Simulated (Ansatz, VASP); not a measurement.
# Two plane-wave programs on SiO2

The input POSCAR:

```
SiO2
1.0
   -0.0938886735      2.2042429805      2.2042429805
    2.2042429805     -0.0938886735      2.2042429805
    2.2042429805      2.2042429805     -0.0938886735
Si O
1 2
Direct
    0.0000000000      0.0000000000      0.0000000000
    0.2492576383      0.2492576383      0.2492576383
    0.7507423617      0.7507423617      0.7507423617
```

The input INCAR.step1:

```
PREC     = Accurate       # precision mode
ENCUT    = 520            # plane-wave cutoff, eV
ISMEAR   = 0              # smearing method
SIGMA    = 0.01           # smearing width, eV
LREAL    = F              # projectors in reciprocal space
LASPH    = T              # aspherical terms in the spheres
NELM     = 80             # most SCF steps
NBANDS   = 15             # bands
GGA      = PE             # functional
ALGO     = Normal         # electronic algorithm
EDIFF    = 1E-4           # SCF threshold, eV
LWAVE    = T              # write WAVECAR
LCHARG   = F              # write CHGCAR
```

The input INCAR.step2:

```
PREC     = Accurate       # precision mode
ENCUT    = 520            # plane-wave cutoff, eV
EDIFF    = 1E-7           # SCF threshold, eV
ISMEAR   = 0              # smearing method
SIGMA    = 0.01           # smearing width, eV
LREAL    = F              # projectors in reciprocal space
LASPH    = T              # aspherical terms in the spheres
NELM     = 80             # most SCF steps
ALGO     = Normal         # electronic algorithm
ISIF     = 2              # what is computed and relaxed
LWAVE    = F              # write WAVECAR
LCHARG   = F              # write CHGCAR
METAGGA  = R2SCAN         # meta-GGA
LMIXTAU  = T            
NBANDS   = 15             # bands
ISTART   = 1
```

File KPOINTS:

```
regular mesh
0
Gamma
  10 10 10
```

Input for Ansatz:

```yaml
crystal:
  lattice:
    - [-0.0938886735, 2.2042429805, 2.2042429805]
    - [2.2042429805, -0.0938886735, 2.2042429805]
    - [2.2042429805, 2.2042429805, -0.0938886735]
  atoms:
    - { symbol: Si, position: [0.0, 0.0, 0.0] }
    - { symbol: O, position: [0.2492576383, 0.2492576383, 0.2492576383] }
    - { symbol: O, position: [0.7507423617, 0.7507423617, 0.7507423617] }
kpoints:
  mp_grid: { grid: [10, 10, 10] }
  band_path:
    path:
      - [0.0, 0.0, 0.0]
      - [0.5, 0.0, 0.5]
      - [0.625, 0.25, 0.625]
      - [0.375, 0.375, 0.75]
      - [0.5, 0.5, 0.5]
      - [0.5, 0.25, 0.75]
    npoints: 1
hamiltonian:
  xc: r2scan
scf:
  occupations: { method: fixed }
  n_extra_bands: 4
output:
  forces: true
  stress: true
  eigenvalues: true
```

Change from the starting cell: epitaxial_111 strain +1.5%.

Alike in both runs: task single point; functional r2SCAN; k mesh 10 × 10 × 10; no spin polarisation.

|  | VASP | Ansatz |
| --- | --- | --- |
| version | VASP 6.6.1 | Ansatz 0.2.0 |
| potentials or method | VASP PAW PBE potentials, release 64 (Si, O) | plane waves, PAW |
| plane-wave cutoff (eV) | 520 | 500 |
| occupations | gaussian, width 0.01 eV | fixed |
| valence electrons in the cell | 16 | 16 |

Ansatz gave:

* gap on the k mesh at the Fermi level (eV): 2.88
* pressure (GPa): 6.8
* traceless stress, the component that is largest in VASP (GPa): -3.56
* rms of the force components (eV/Å): 0.000

**Question.** Estimate VASP's values.

**Answer.** gap on the k mesh at the Fermi level (eV): 2.84; pressure (GPa): 7.4; traceless stress, the component that is largest in VASP (GPa): -3.42; rms of the force components (eV/Å): 0.005.

VASP's potentials were made for PBE, not for r2SCAN. Atom by atom the forces differ by 0.005 eV/Å (rms over components).
